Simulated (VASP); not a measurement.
# Rh in VASP: a series of runs

The runs below take Rh through single point, with LDA.

All numbers are computed with VASP 6.6.1; they aren't measurements. Logs are shortened: lines on timing, memory, paths and dates and some standing lists are left out, and cuts for length are marked.

## Step 1: The cell of the first run

The cell holds a slab with vacuum, 5 atoms: a = 2.655 Å, b = 2.655 Å, c = 24.671 Å, α = 90.00°, β = 90.00°, γ = 120.00°.

## Step 2: Single point, LDA

The input, INCAR:

```
PREC = Accurate
ENCUT = 520
EDIFF = 1E-6
ISMEAR = -1
SIGMA = 0.08
LREAL = False
LASPH = True
NELM = 100
ALGO = Normal
ISIF = 2
LWAVE = False
LCHARG = False
LDIPOL = True
IDIPOL = 3
DIPOL = 0.5 0.5 0.500
GGA = CA
NBANDS = 46
```

The input, KPOINTS:

```
regular mesh
0
Gamma
  16 16 1
```

The input, POSCAR:

```
Rh
1.0
    2.6548623924      0.0000000000      0.0000000000
   -1.3274311962      2.2991782754      0.0000000000
    0.0000000000      0.0000000000     24.6707000000
Rh
5
Direct
    0.8333333333      0.1666666667      0.3261591126
    0.1666666667      0.8333333333      0.4122699697
    0.5000000000      0.5000000000      0.5000000013
    0.8333333333      0.1666666667      0.5877300359
    0.1666666667      0.8333333333      0.6738408805
```

Potentials or basis: VASP PAW LDA potentials, release 64 (Rh_pv).

Command:

```console
cat potpaw_LDA.64/Rh_pv/POTCAR > POTCAR
mpirun -np 1 vasp_std > vasp.out
```

OUTCAR:

```text
PREC = Accurate
   ENCUT = 520
   EDIFF = 1E-6
   ISMEAR = -1
   LREAL = False
   LASPH = True
   NELM = 100
   ISIF = 2
   GGA = CA

 ion  position               nearest neighbor table
   1  0.833  0.167  0.326-   2 2.62   2 2.62   2 2.62
   2  0.167  0.833  0.412-   1 2.62   1 2.62   1 2.62   3 2.65   3 2.65   3 2.65
   3  0.500  0.500  0.500-   2 2.65   2 2.65   2 2.65   4 2.65   4 2.65   4 2.65
   4  0.833  0.167  0.588-   5 2.62   5 2.62   5 2.62   3 2.65   3 2.65   3 2.65
   5  0.167  0.833  0.674-   4 2.62   4 2.62   4 2.62

  LATTYP: Found a hexagonal cell.
 ALAT       =     2.6548623924
 C/A-ratio  =     9.2926473593

  Lattice vectors:

 A1 = (   2.6548623924,   0.0000000000,   0.0000000000)
 A2 = (  -1.3274311962,   2.2991782754,   0.0000000000)
 A3 = (   0.0000000000,   0.0000000000,  24.6707000000)

Analysis of symmetry for initial positions (statically):
=====================================================================
 Subroutine PRICEL returns:
 Original cell was already a primitive cell.

 Routine SETGRP: Setting up the symmetry group for a
 hexagonal supercell.

 Subroutine GETGRP returns: Found 12 space group operations
 (whereof  4 operations were pure point group operations)
 out of a pool of 24 trial point group operations.

The static configuration has the point symmetry C_2h.
 The point group associated with its full space group is D_3d.

Analysis of symmetry for dynamics (positions and initial velocities):
=====================================================================
 Subroutine PRICEL returns:
 Original cell was already a primitive cell.

 Routine SETGRP: Setting up the symmetry group for a
 hexagonal supercell.

 Subroutine GETGRP returns: Found 12 space group operations
 (whereof  4 operations were pure point group operations)
 out of a pool of 24 trial point group operations.

The dynamic configuration has the point symmetry C_2h.
 The point group associated with its full space group is D_3d.

 Subroutine INISYM returns: Found 12 space group operations
 (whereof  4 operations are pure point group operations),
 and found     1 'primitive' translations

----------------------------------------------------------------------------------------

                                     Primitive cell

  volume of cell :     150.5900

  direct lattice vectors                    reciprocal lattice vectors
     2.654862392  0.000000000  0.000000000     0.376667357  0.217469000  0.000000000
    -1.327431196  2.299178275  0.000000000     0.000000000  0.434938000  0.000000000
     0.000000000  0.000000000 24.670700000     0.000000000  0.000000000  0.040533913

  length of vectors
     2.654862392  2.654862392 24.670700000     0.434938000  0.434938000  0.040533913

  position of ions in fractional coordinates (direct lattice)
     0.833333333  0.166666667  0.326159113
     0.166666667  0.833333333  0.412269970
     0.500000000  0.500000000  0.500000001
     0.833333333  0.166666667  0.587730036
     0.166666667  0.833333333  0.673840881

  ion indices of the primitive-cell ions
   primitive index   ion index
                 1           1
                 2           2
                 3           3
                 4           4
                 5           5

----------------------------------------------------------------------------------------

 KPOINTS: regular mesh

Automatic generation of k-mesh.
 Grid dimensions read from file:
 generate k-points for:   16   16    1

 Generating k-lattice:

  Cartesian coordinates                     Fractional coordinates (reciprocal lattice)
     0.023541710  0.013591812  0.000000000     0.062500000  0.000000000  0.000000000
     0.000000000  0.027183625  0.000000000     0.000000000  0.062500000  0.000000000
     0.000000000  0.000000000  0.040533913     0.000000000  0.000000000  1.000000000

  Length of vectors
     0.027183625  0.027183625  0.040533913

  Shift w.r.t. Gamma in fractional coordinates (k-lattice)
     0.000000000  0.000000000  0.000000000

 Subroutine IBZKPT returns following result:
 ===========================================

 Found     30 irreducible k-points:

 Following reciprocal coordinates:
            Coordinates               Weight
  0.000000  0.000000  0.000000      1.000000
  0.062500  0.000000  0.000000      6.000000
  0.125000  0.000000  0.000000      6.000000
  0.187500  0.000000  0.000000      6.000000
  0.250000  0.000000  0.000000      6.000000
  0.312500  0.000000  0.000000      6.000000
[... 16 lines left out ...]
  0.187500  0.187500  0.000000      6.000000
  0.250000  0.187500  0.000000     12.000000
 [... further k-points ...]
   k-points           NKPTS =     30   k-points in BZ     NKDIM =     30   number of bands    NBANDS=     46
   number of dos      NEDOS =    301   number of ions     NIONS =      5
   total plane-waves  NPLWV =  76800
   dimension x,y,z NGX =    20 NGY =   20 NGZ =  192
   dimension x,y,z NGXF=    40 NGYF=   40 NGZF=  384
   ions per type =               5
   NGX,Y,Z   is equivalent  to a cutoff of  12.52, 12.52, 12.94 a.u.
   NGXF,Y,Z  is equivalent  to a cutoff of  25.05, 25.05, 25.88 a.u.
 SYSTEM =  unknown system
   PREC   = accura    normal or accurate (medium, high low for compatibility)
   ISTART =      0    job   : 0-new  1-cont  2-samecut
   ICHARG =      2    charge: 1-file 2-atom 10-const
   ISPIN  =      1    spin polarized calculation?
   LNONCOLLINEAR =      F non collinear calculations
   LSORBIT =      F    spin-orbit coupling
   LASPH  =      T    aspherical Exc in radial PAW
   ENCUT  =  520.0 eV  38.22 Ry    6.18 a.u.   4.94  4.94 45.87*2*pi/ulx,y,z
   NELM   =    100;   NELMIN=  2; NELMDL= -5     # of ELM steps
   EDIFF  = 0.1E-05   stopping-criterion for ELM
   LREAL  =      F    real-space projection
   EDIFFG = 0.1E-04   stopping-criterion for IOM
   NSW    =      0    number of steps for IOM
   IBRION =     -1    ionic relax: 0-MD 1-quasi-New 2-CG
   NFREE  =      0    steps in history (QN), initial steepest desc. (CG)
   ISIF   =      2    stress and relaxation
   ISYM   =      2    0-nonsym 1-usesym 2-fastsym
   POTIM  = 0.5000    time-step for ionic-motion
   TEBEG  =    0.0;   TEEND  =   0.0 temperature during run
   PSTRESS=    0.0 pullay stress
   NELECT =      75.0000    total number of electrons
   NUPDOWN=      -1.0000    fix difference up-down
   EMIN   =  10.00;   EMAX   =-10.00  energy-range for DOS
   EFERMI =   0.00;   METHOD = LEGACY
   ISMEAR =    -1;   SIGMA  =   0.08  broadening in eV -4-tet -1-fermi 0-gaus
   EFERMI_NEDOS =   21; number of points for ismear=-14 and -15
   IALGO  =     38    algorithm
   IMIX   =      4    mixing-type and parameters
     AMIX     =   0.40;   BMIX     =  1.00
     AMIX_MAG =   1.60;   BMIX_MAG =  1.00
  volume/ion in A,a.u.               =      30.12       203.25
  Fermi-wavevector in a.u.,A,eV,Ry     =   1.297667  2.452235 22.911384  1.683939
  Thomas-Fermi vector in A             =   2.429045
   LORBIT       =      0    0 simple, 1 ext, 2 COOP (PROOUT), +10 PAW based schemes
   GGA     = CA    functional components
   LHFCALC =     F    Hartree Fock is set to
   AEXX    =    0.0000 exact exchange contribution
   IVDW    =     0    specifies the selected vdW correction
   LEPSILON=     F    determine dielectric tensor
   LRPA    =     F    only Hartree local field effects (RPA)
 non-spin polarized calculation
  energy-cutoff  :      520.00
  volume of cell :      150.59
 maximum number of plane-waves:      4121
 NGX is ok and might be reduce to    20
   NGX =  9   NGY =  9   NGZ = 91

 dipolmoment           0.000000      0.000000      0.000000 electrons x Angstroem

 number of electron      74.9999995 magnetization

 dipolmoment           0.000000      0.000000     -0.000000 electrons x Angstroem

 Free energy of the ion-electron system (eV)
  ---------------------------------------------------
  ext. energy  EPLUGINS =         0.00000000
  ---------------------------------------------------
  free energy    TOTEN  =       -41.52301006 eV

  energy without entropy =      -41.36336521  energy(sigma->0) =      -41.44318764

 E-fermi :   2.3506     XC(G=0):  -7.2021

 val. band max:        2.3448479105   @ k =   0.3750   0.2500   0.0000
 cond. band min:       2.3652972829   @ k =   0.3750   0.0625   0.0000
 fundamental gap:      0.0204493723
 Fermi energy:         2.3505606312

 k-point     1 :       0.0000    0.0000    0.0000
  band No.  band energies     occupation
      1     -44.6971      2.00000
      2     -44.4549      2.00000
      3     -44.1272      2.00000
      4     -44.0170      2.00000
      5     -44.0170      2.00000
      6     -43.9881      2.00000
[... 38 lines left out ...]
     45       2.9177      0.00167
     46       3.3346      0.00001

 k-point     2 :       0.0625    0.0000    0.0000
  band No.  band energies     occupation
      1     -44.6885      2.00000
      2     -44.4521      2.00000
      3     -44.1364      2.00000
      4     -44.0410      2.00000
      5     -44.0245      2.00000
      6     -44.0052      2.00000
[... 38 lines left out ...]
     45       3.4964      0.00000
     46       4.2760      0.00000

 k-point     3 :       0.1250    0.0000    0.0000
  band No.  band energies     occupation
      1     -44.6639      2.00000
      2     -44.4458      2.00000
      3     -44.1765      2.00000
      4     -44.1065      2.00000
      5     -44.0464      2.00000
      6     -44.0454      2.00000
[... 38 lines left out ...]
     45       4.4489      0.00000
     46       5.4809      0.00000

 k-point     4 :       0.1875    0.0000    0.0000
  band No.  band energies     occupation
      1     -44.6274      2.00000
      2     -44.4442      2.00000
      3     -44.2631      2.00000
      4     -44.2050      2.00000
      5     -44.1242      2.00000
      6     -44.0762      2.00000
[... 920 lines left out ...]
     45       7.7291      0.00000
     46      10.6175      0.00000

 k-point    23 :       0.1875    0.1875    0.0000
  band No.  band energies     occupation
      1     -44.5599      2.00000
      2     -44.5116      2.00000
      3     -44.4372      2.00000
      4     -44.4353      2.00000
      5     -44.2606      2.00000
      6     -44.1966      2.00000
[... 38 lines left out ...]
     45       7.6701      0.00000
     46       9.3732      0.00000

 k-point    24 :       0.2500    0.1875    0.0000
  band No.  band energies     occupation
      1     -44.5870      2.00000
      2     -44.5564      2.00000
      3     -44.5065      2.00000
      4     -44.4369      2.00000
      5     -44.2750      2.00000
      6     -44.2496      2.00000
[... 38 lines left out ...]
     45       8.6908      0.00000
     46      10.4591      0.00000

 [... further k-points ...]

------------------------ aborting loop because EDIFF is reached ----------------------------------------

 vacuum level on the upper side and lower side of the slab       (xc-potential included)        -0.174        -0.174

  FORCE on cell =-STRESS in cart. coord.  units (eV):
  Direction    XX          YY          ZZ          XY          YZ          ZX
  --------------------------------------------------------------------------------------
  -------------------------------------------------------------------------------------
  Total       -2.3365466     -2.3365466      0.3269125     -0.0000000      0.0000000      0.0000000
  in kB      -24.8592996    -24.8592996      3.4781313     -0.0000000      0.0000000      0.0000000
  external PRESSURE =     -15.4134893 kB  Pullay stress =       0.0000000 kB

 VOLUME and BASIS-vectors are now :
 -----------------------------------------------------------------------------
  energy-cutoff  :      520.00
  volume of cell :      150.59
      direct lattice vectors                 reciprocal lattice vectors
     2.654862392  0.000000000  0.000000000     0.376667357  0.217469000  0.000000000
    -1.327431196  2.299178275  0.000000000     0.000000000  0.434938000  0.000000000
     0.000000000  0.000000000 24.670700000     0.000000000  0.000000000  0.040533913

 POSITION                                       TOTAL-FORCE (eV/Angst)
 -----------------------------------------------------------------------------------
      1.99115      0.38320      8.04657         0.000000     -0.000000     -0.047669
     -0.66372      1.91598     10.17099        -0.000000     -0.000000      0.010152
      0.66372      1.14959     12.33535        -0.000000      0.000000     -0.000000
      1.99115      0.38320     14.49971         0.000000      0.000000     -0.010152
     -0.66372      1.91598     16.62413        -0.000000      0.000000      0.047669
 -----------------------------------------------------------------------------------
    total drift:                               -0.000001      0.000000     -0.000006

  FREE ENERGIE OF THE ION-ELECTRON SYSTEM (eV)
  ---------------------------------------------------
  free  energy   TOTEN  =       -41.5230100622 eV

  energy  without entropy=      -41.3633652094  energy(sigma->0) =      -41.44318764

 vacuum level on the upper side and lower side of the slab         7.794         7.794
```

Run time: 3.9 min. Hardware: 1 thread of Intel Xeon Platinum 8488C (Sapphire Rapids), shared host; peak memory 0.3 GiB.

Results:

```
Free energy            : -41.5230 eV
Largest force          : 0.048 eV/Å
Band gap on the k mesh : zero (an odd number of electrons rules out a gap without spin polarisation)
```

Forces in eV/Å, atoms in the order of the input:
```
Rh   0.000  0.000 -0.048
Rh   0.000  0.000  0.010
Rh   0.000  0.000  0.000
Rh   0.000  0.000 -0.010
Rh   0.000  0.000  0.048
```

Levels at points of the mesh, in eV from the Fermi level:
```
           k point  band 33  band 34  band 35  band 36  band 37  band 38  band 39  band 40  band 41  band 42
(0.00, 0.00, 0.00)    -2.60    -1.56    -1.08    -1.08    -0.99    -0.99    -0.52    -0.52     0.19     0.19
(0.50, 0.00, 0.00)    -0.11     0.49     0.61     0.63     0.70     0.88     1.15     1.18     1.61     3.20
```

## Step 3: Single point, LDA

The input, INCAR:

```
SYSTEM = Rh
PREC = Accurate ; ENCUT = 520
EDIFF = 1E-6 ; ISMEAR = -1
SIGMA = 0.08 ; LREAL = .False.
LASPH = .True. ; NELM = 100
ALGO = Normal ; ISIF = 2
LWAVE = .False. ; LCHARG = .True.
LDIPOL = .True. ; IDIPOL = 3
DIPOL = 0.5 0.5 0.500 ; LELF = .True.
LVHAR = .True. ; LVACPOTAV = .True.
NBANDS = 46
```

The input, KPOINTS:

```
Automatic mesh
0
Gamma
  16 16 1
  0 0 0
```

The input, POSCAR:

```
Rh
1.0
    2.6548623924      0.0000000000      0.0000000000
   -1.3274311962      2.2991782754      0.0000000000
    0.0000000000      0.0000000000     24.6707000000
Rh
5
Direct
    0.8333333333      0.1666666667      0.3261203954
    0.1666666667      0.8333333333      0.4122825533
    0.5000000000      0.5000000000      0.5000000015
    0.8333333333      0.1666666667      0.5877174475
    0.1666666667      0.8333333333      0.6738796022
```

Potentials or basis: VASP PAW LDA potentials, release 64 (Rh_pv).

Command:

```console
cat potpaw_LDA.64/Rh_pv/POTCAR > POTCAR
mpirun -np 1 vasp_std > vasp.out
```

Wall time 3.9 min (1 thread of Intel Xeon Platinum 8488C (Sapphire Rapids), shared host); peak memory 0.3 GiB.

The run converged. Its results:

| Item | Value |
| --- | --- |
| Free energy | -41.5231 eV |
| Largest force | 0.036 eV/Å |
| Band gap on the k mesh | zero (an odd number of electrons rules out a gap without spin polarisation) |

Forces on the atoms (eV/Å):
```
Rh   0.000  0.000 -0.036
Rh   0.000  0.000 -0.003
Rh   0.000  0.000  0.000
Rh   0.000  0.000  0.003
Rh   0.000  0.000  0.036
```

Levels at points of the mesh, in eV from the Fermi level:
```
           k point  band 35  band 36  band 37  band 38  band 39  band 40
(0.00, 0.00, 0.00)    -1.08    -1.08    -0.99    -0.99    -0.52    -0.52
(0.50, 0.00, 0.00)     0.61     0.63     0.70     0.88     1.15     1.18
```
